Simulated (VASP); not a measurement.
The system is GaN.

```
Ga N
1.0
     3.18000    0.00000    0.00000
    -1.59000    2.75396    0.00000
     0.00000    0.00000    5.16600
Ga N
2 2
Direct
  0.66667 0.33333 0.50000
  0.33333 0.66667 0.00000
  0.66667 0.33333 0.87500
  0.33333 0.66667 0.37500
```

Base run:

```yaml
Program: VASP 6.6.1
Functional: PBEsol
Potentials_or_basis: VASP PAW PBE potentials, release 64 (Ga_d, N)
Cutoff: 520 eV
k_mesh: 6 × 6 × 3
Occupations: fermi-dirac, width 0.05 eV
Spin: no spin polarisation
```

Its results: band gap on the k mesh 1.92 eV, direct; pressure 0.8 GPa; largest force 0.130 eV/Å.

Problem. The run is repeated on the same cell with these changes: functional from PBEsol to revPBE. What comes out?

Solution. Band gap on the k mesh 2.01 eV, direct; pressure 10.2 GPa; largest force 0.137 eV/Å.

revPBE binds less tightly than PBEsol, so the same cell stands under more pressure.

Caveats: the PAW data sets were made with another functional, which shifts forces and pressure a little.

